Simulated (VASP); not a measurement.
Wanted: the native input for a VASP 6.6.1 run.

```yaml
Task: single point
Functional: BLYP
Dispersion: D4
Potentials_or_basis: VASP PAW PBE potentials, release 64 (Al)
Cutoff: 520 eV
k_mesh: 12 × 12 × 12
Occupations: fermi-dirac, width 0.05 eV
Spin: no spin polarisation
Dipole_correction: no
Further_INCAR_settings: ALGO = Fast; EDIFF = 1e-07; NBANDS = 8
```

The structure of Al lies in POSCAR:

```
Al
1.0
   -1.5990483581      1.5990483581      1.5990483581
    1.5990483581     -1.5990483581      1.5990483581
    1.5990483581      1.5990483581     -1.5990483581
Al
1
Direct
    0.0000000000      0.0000000000      0.0000000000
```

One way to write it, as run:

INCAR

```
SYSTEM = Al
PREC = Accurate
ENCUT = 520
EDIFF = 1E-7
ISMEAR = -1
SIGMA = 0.05
LREAL = .False.
LASPH = .True.
NELM = 100
ALGO = Fast
ISIF = 2
LWAVE = .False.
LCHARG = .True.
GGA = B5
ALDAX = 1.0
AGGAX = 1.0
AGGAC = 1.0
ALDAC = 0.0
IVDW = 13
VDW_S6 = 1.0
VDW_S8 = 2.34076671
VDW_A1 = 0.44488865
VDW_A2 = 4.0933009
LELF = .True.
LVHAR = .True.
NBANDS = 8
```

KPOINTS

```
regular mesh
0
Gamma
  12 12 12
  0 0 0
```

Potentials or basis: VASP PAW PBE potentials, release 64 (Al).

The run is started by

```bash
$ cat potpaw_PBE.64/Al/POTCAR > POTCAR
$ mpirun -np 1 vasp_std > vasp.out
```

It gave:

```
Pressure                   : 0.2 GPa
Dispersion energy per atom : -0.658 eV
```

Caveat: the PAW data sets were made with another functional, which shifts forces and pressure a little; pairwise dispersion overbinds metals, which lowers pressure and volume.

It took 20 s on 1 thread of AMD EPYC 7R43 64-Core Processor (Zen 3) (shared host), peak memory 0.1 GiB.
